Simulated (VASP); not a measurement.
# CoSi2 (Fm-3m) in VASP: single point with LDA

Aim: the single point of CoSi2 with LDA.

All numbers are computed with VASP 6.6.1; they aren't measurements. Logs are shortened: lines on timing, memory, paths and dates and some standing lists are left out, and cuts for length are marked.

## (1) The cell of the first run

The structure is cubic, space group Fm-3m (No. 225). The conventional cell has a = 5.356 Å, b = 5.356 Å, c = 5.356 Å, α = 90.00°, β = 90.00°, γ = 90.00°. Within 3.1 Å of Co (site symmetry m-3m) lie 8 Si at 2.32 Å. Within 3.1 Å of Si (site symmetry -43m) lie 4 Co at 2.32 Å and 6 Si at 2.68 Å.

## (2) Single point, LDA, collinear spin, ferromagnetic start

INCAR

```
SYSTEM = CoSi2
PREC = Accurate
ENCUT = 600
EDIFF = 1E-6
ISMEAR = -1
SIGMA = 0.05
LREAL = .FALSE.
LASPH = .TRUE.
NELM = 200
ALGO = Normal
ISIF = 2
LWAVE = .FALSE.
LCHARG = .FALSE.
ISPIN = 2
MAGMOM = 2 0 0
LORBIT = 11
LMAXMIX = 4
GGA = CA
NBANDS = 20
GGA_COMPAT = .FALSE.
```

KPOINTS

```
regular mesh
0
G
  12 12 12
  0 0 0
```

POSCAR

```
CoSi2
1.0
    0.0000000000      2.6780000000      2.6780000000
    2.6780000000      0.0000000000      2.6780000000
    2.6780000000      2.6780000000      0.0000000000
Co Si
1 2
Direct
    0.0000000000      0.0000000000      0.0000000000
    0.2500000000      0.2500000000      0.2500000000
    0.7500000000      0.7500000000      0.7500000000
```

Potentials or basis: VASP PAW LDA potentials, release 64 (Co, Si).

On the command line:

```sh
cat potpaw_LDA.64/Co/POTCAR potpaw_LDA.64/Si/POTCAR > POTCAR
mpirun -np 1 vasp_std > vasp.out
```

OUTCAR:

```text
SYSTEM = CoSi2
   PREC = Accurate
   ENCUT = 600
   EDIFF = 1E-6
   ISMEAR = -1
   LREAL = .FALSE.
   LASPH = .TRUE.
   NELM = 200
   ISIF = 2
   ISPIN = 2
   LORBIT = 11
   GGA = CA

 ion  position               nearest neighbor table
   1  0.000  0.000  0.000-   3 2.32   2 2.32   3 2.32   2 2.32   3 2.32   3 2.32   2 2.32   2 2.32

   2  0.250  0.250  0.250-   1 2.32   1 2.32   1 2.32   1 2.32   3 2.68   3 2.68   3 2.68   3 2.68
                             3 2.68   3 2.68
   3  0.750  0.750  0.750-   1 2.32   1 2.32   1 2.32   1 2.32   2 2.68   2 2.68   2 2.68   2 2.68
                             2 2.68   2 2.68

  LATTYP: Found a face centered cubic cell.
 ALAT       =     5.3560000000

  Lattice vectors:

 A1 = (   0.0000000000,   2.6780000000,   2.6780000000)
 A2 = (   2.6780000000,   0.0000000000,   2.6780000000)
 A3 = (   2.6780000000,   2.6780000000,   0.0000000000)

Analysis of symmetry for initial positions (statically):
=====================================================================
 Subroutine PRICEL returns:
 Original cell was already a primitive cell.

 Routine SETGRP: Setting up the symmetry group for a
 face centered cubic supercell.

 Subroutine GETGRP returns: Found 48 space group operations
 (whereof 48 operations were pure point group operations)
 out of a pool of 48 trial point group operations.

The static configuration has the point symmetry O_h .

Analysis of symmetry for dynamics (positions and initial velocities):
=====================================================================
 Subroutine PRICEL returns:
 Original cell was already a primitive cell.

 Routine SETGRP: Setting up the symmetry group for a
 face centered cubic supercell.

 Subroutine GETGRP returns: Found 48 space group operations
 (whereof 48 operations were pure point group operations)
 out of a pool of 48 trial point group operations.

The dynamic configuration has the point symmetry O_h .

Analysis of structural, dynamic, and magnetic symmetry:
=====================================================================
 Subroutine PRICEL returns:
 Original cell was already a primitive cell.

 Routine SETGRP: Setting up the symmetry group for a
 face centered cubic supercell.

 Subroutine GETGRP returns: Found 48 space group operations
 (whereof 48 operations were pure point group operations)
 out of a pool of 48 trial point group operations.

The overall configuration has the point symmetry O_h .

 Subroutine INISYM returns: Found 48 space group operations
 (whereof 48 operations are pure point group operations),
 and found     1 'primitive' translations

----------------------------------------------------------------------------------------

                                     Primitive cell

  volume of cell :      38.4115

  direct lattice vectors                    reciprocal lattice vectors
     0.000000000  2.678000000  2.678000000    -0.186706497  0.186706497  0.186706497
     2.678000000  0.000000000  2.678000000     0.186706497 -0.186706497  0.186706497
     2.678000000  2.678000000  0.000000000     0.186706497  0.186706497 -0.186706497

  length of vectors
     3.787263920  3.787263920  3.787263920     0.323385140  0.323385140  0.323385140

  position of ions in fractional coordinates (direct lattice)
     0.000000000  0.000000000  0.000000000
     0.250000000  0.250000000  0.250000000
     0.750000000  0.750000000  0.750000000

  ion indices of the primitive-cell ions
   primitive index   ion index
                 1           1
                 2           2
                 3           3

----------------------------------------------------------------------------------------

 KPOINTS: regular mesh

Automatic generation of k-mesh.
 Grid dimensions read from file:
 generate k-points for:   12   12   12

 Generating k-lattice:

  Cartesian coordinates                     Fractional coordinates (reciprocal lattice)
    -0.015558875  0.015558875  0.015558875     0.083333333  0.000000000  0.000000000
     0.015558875 -0.015558875  0.015558875     0.000000000  0.083333333  0.000000000
     0.015558875  0.015558875 -0.015558875     0.000000000  0.000000000  0.083333333

  Length of vectors
     0.026948762  0.026948762  0.026948762

  Shift w.r.t. Gamma in fractional coordinates (k-lattice)
     0.000000000  0.000000000  0.000000000

 Subroutine IBZKPT returns following result:
 ===========================================

 Found     72 irreducible k-points:

 Following reciprocal coordinates:
            Coordinates               Weight
  0.000000  0.000000  0.000000      1.000000
  0.083333  0.000000  0.000000      8.000000
  0.166667  0.000000  0.000000      8.000000
  0.250000  0.000000  0.000000      8.000000
  0.333333  0.000000  0.000000      8.000000
  0.416667  0.000000  0.000000      8.000000
[... 16 lines left out ...]
  0.500000  0.166667  0.000000     24.000000
 -0.416667  0.166667  0.000000     24.000000
 [... further k-points ...]
   k-points           NKPTS =     72   k-points in BZ     NKDIM =     72   number of bands    NBANDS=     20
   number of dos      NEDOS =    301   number of ions     NIONS =      3
   total plane-waves  NPLWV =  27000
   dimension x,y,z NGX =    30 NGY =   30 NGZ =   30
   dimension x,y,z NGXF=    60 NGYF=   60 NGZF=   60
   ions per type =               1   2
   NGX,Y,Z   is equivalent  to a cutoff of  13.17, 13.17, 13.17 a.u.
   NGXF,Y,Z  is equivalent  to a cutoff of  26.34, 26.34, 26.34 a.u.
 SYSTEM =  CoSi2
   PREC   = accura    normal or accurate (medium, high low for compatibility)
   ISTART =      0    job   : 0-new  1-cont  2-samecut
   ICHARG =      2    charge: 1-file 2-atom 10-const
   ISPIN  =      2    spin polarized calculation?
   LNONCOLLINEAR =      F non collinear calculations
   LSORBIT =      F    spin-orbit coupling
   LASPH  =      T    aspherical Exc in radial PAW
   ENCUT  =  600.0 eV  44.10 Ry    6.64 a.u.   7.56  7.56  7.56*2*pi/ulx,y,z
   NELM   =    200;   NELMIN=  2; NELMDL= -5     # of ELM steps
   EDIFF  = 0.1E-05   stopping-criterion for ELM
   LREAL  =      F    real-space projection
   EDIFFG = 0.1E-04   stopping-criterion for IOM
   NSW    =      0    number of steps for IOM
   IBRION =     -1    ionic relax: 0-MD 1-quasi-New 2-CG
   NFREE  =      0    steps in history (QN), initial steepest desc. (CG)
   ISIF   =      2    stress and relaxation
   ISYM   =      2    0-nonsym 1-usesym 2-fastsym
   POTIM  = 0.5000    time-step for ionic-motion
   TEBEG  =    0.0;   TEEND  =   0.0 temperature during run
   PSTRESS=    0.0 pullay stress
   NELECT =      17.0000    total number of electrons
   NUPDOWN=      -1.0000    fix difference up-down
   EMIN   =  10.00;   EMAX   =-10.00  energy-range for DOS
   EFERMI =   0.00;   METHOD = LEGACY
   ISMEAR =    -1;   SIGMA  =   0.05  broadening in eV -4-tet -1-fermi 0-gaus
   EFERMI_NEDOS =   21; number of points for ismear=-14 and -15
   IALGO  =     38    algorithm
   IMIX   =      4    mixing-type and parameters
     AMIX     =   0.40;   BMIX     =  1.00
     AMIX_MAG =   1.60;   BMIX_MAG =  1.00
  volume/ion in A,a.u.               =      12.80        86.40
  Fermi-wavevector in a.u.,A,eV,Ry     =   1.247586  2.357596 21.177078  1.556471
  Thomas-Fermi vector in A             =   2.381712
   LORBIT       =     11    0 simple, 1 ext, 2 COOP (PROOUT), +10 PAW based schemes
   GGA     = CA    functional components
   LHFCALC =     F    Hartree Fock is set to
   AEXX    =    0.0000 exact exchange contribution
   IVDW    =     0    specifies the selected vdW correction
   LEPSILON=     F    determine dielectric tensor
   LRPA    =     F    only Hartree local field effects (RPA)
 spin polarized calculation
  energy-cutoff  :      600.00
  volume of cell :       38.41
 maximum number of plane-waves:      1303
   NGX = 15   NGY = 15   NGZ = 15

 number of electron      17.0000005 magnetization      -0.0006842

 number of electron      17.0000005 magnetization       0.0001170

 Free energy of the ion-electron system (eV)
  ---------------------------------------------------
  ext. energy  EPLUGINS =         0.00000000
  ---------------------------------------------------
  free energy    TOTEN  =       -21.88881910 eV

  energy without entropy =      -21.88111241  energy(sigma->0) =      -21.88496575

 E-fermi :   9.9779     XC(G=0): -11.9092

 val. band max:        9.9608262885   @ k =   0.4167   0.2500   0.0833
 cond. band min:      10.0060306194   @ k =   0.4167   0.0833   0.0000
 fundamental gap:      0.0452043309
 Fermi energy:         9.9779437836

 spin component 1

 k-point     1 :       0.0000    0.0000    0.0000
  band No.  band energies     occupation
      1      -3.0786      1.00000
      2       5.9000      1.00000
      3       5.9000      1.00000
      4       5.9000      1.00000
      5       8.0822      1.00000
      6       8.0822      1.00000
[... 12 lines left out ...]
     19      20.3856      0.00000
     20      24.7351      0.00000
[... 507 lines left out ...]
 k-point    24 :      -0.4167    0.1667    0.0000
  band No.  band energies     occupation
      1       0.3969      1.00000
      2       1.2355      1.00000
      3       5.5492      1.00000
      4       6.5570      1.00000
      5       7.0693      1.00000
      6       7.8984      1.00000
[... 12 lines left out ...]
     19      24.5996      0.00000
     20      25.0335      0.00000

 [... further k-points ...]

 spin component 2

 k-point     1 :       0.0000    0.0000    0.0000
  band No.  band energies     occupation
      1      -3.0786      1.00000
      2       5.9000      1.00000
      3       5.9000      1.00000
      4       5.9000      1.00000
      5       8.0822      1.00000
      6       8.0822      1.00000
[... 12 lines left out ...]
     19      20.3855      0.00000
     20      24.7351      0.00000
[... 507 lines left out ...]
 k-point    24 :      -0.4167    0.1667    0.0000
  band No.  band energies     occupation
      1       0.3969      1.00000
      2       1.2355      1.00000
      3       5.5492      1.00000
      4       6.5570      1.00000
      5       7.0694      1.00000
      6       7.8985      1.00000
[... 12 lines left out ...]
     19      24.5996      0.00000
     20      25.0336      0.00000

 [... further k-points ...]
[... 5 lines left out ...]
  --------------------------------------------------------------------------------------
  -------------------------------------------------------------------------------------
  Total       -1.9892960     -1.9892960     -1.9892960     -0.0000000      0.0000000     -0.0000000
  in kB      -82.9751957    -82.9751957    -82.9751957     -0.0000000      0.0000000     -0.0000000
  external PRESSURE =     -82.9751957 kB  Pullay stress =       0.0000000 kB

 VOLUME and BASIS-vectors are now :
 -----------------------------------------------------------------------------
  energy-cutoff  :      600.00
  volume of cell :       38.41
      direct lattice vectors                 reciprocal lattice vectors
     0.000000000  2.678000000  2.678000000    -0.186706497  0.186706497  0.186706497
     2.678000000  0.000000000  2.678000000     0.186706497 -0.186706497  0.186706497
     2.678000000  2.678000000  0.000000000     0.186706497  0.186706497 -0.186706497

 POSITION                                       TOTAL-FORCE (eV/Angst)
 -----------------------------------------------------------------------------------
      0.00000      0.00000      0.00000         0.000000     -0.000000     -0.000000
      1.33900      1.33900      1.33900        -0.000000     -0.000000     -0.000000
      4.01700      4.01700      4.01700         0.000000      0.000000      0.000000
 -----------------------------------------------------------------------------------
    total drift:                                0.000000     -0.000000     -0.000000

  FREE ENERGIE OF THE ION-ELECTRON SYSTEM (eV)
  ---------------------------------------------------
  free  energy   TOTEN  =       -21.8888190975 eV

  energy  without entropy=      -21.8811124097  energy(sigma->0) =      -21.88496575

 total charge

# of ion       s       p       d       tot
------------------------------------------
    1        0.544   0.717   7.619   8.880
    2        0.724   0.878   0.000   1.602
    3        0.724   0.878   0.000   1.602
--------------------------------------------------
tot          1.992   2.474   7.619  12.084

 magnetization (x)

# of ion       s       p       d       tot
------------------------------------------
    1       -0.000   0.000   0.000   0.000
    2        0.000  -0.000   0.000   0.000
    3        0.000  -0.000   0.000   0.000
--------------------------------------------------
tot         -0.000   0.000   0.000   0.000
```

It took 2.2 min on 1 thread of Intel Xeon Platinum 8259CL at 2.50GHz (Skylake/Cascade Lake), shared host; peak memory 0.22 GiB.

What came out:

| Quantity | Value |
| --- | --- |
| Free energy | -21.8888 eV |
| Pressure | -8.3 GPa |
| Net moment | 0.00 μB per cell |
| Valence electrons inside the program's atomic spheres | Co 8.88; Si 1.60 |

Levels at points of the mesh, in eV from the Fermi level:
Spin up:
```
           k point  band 7  band 8  band 9  band 10  band 11  band 12
(0.00, 0.00, 0.00)    0.69    3.42    3.42     3.42     3.48     3.48
(0.50, 0.00, 0.00)   -1.63   -0.43   -0.43     2.65     3.44     3.44
(0.50, 0.50, 0.00)   -1.99   -1.90   -1.33     1.55     2.93     8.63
```
Spin down:
```tsv
k point	band 6	band 7	band 8	band 9	band 10	band 11	band 12	band 13
(0.00, 0.00, 0.00)	-1.90	0.69	3.42	3.42	3.42	3.48	3.48	3.48
(0.50, 0.00, 0.00)	-1.63	-1.63	-0.43	-0.43	2.65	3.44	3.44	4.30
(0.50, 0.50, 0.00)	-1.99	-1.99	-1.90	-1.33	1.55	2.93	8.63	9.50
```

Caveat: the starting moments collapsed, and a magnetic state may lie lower.
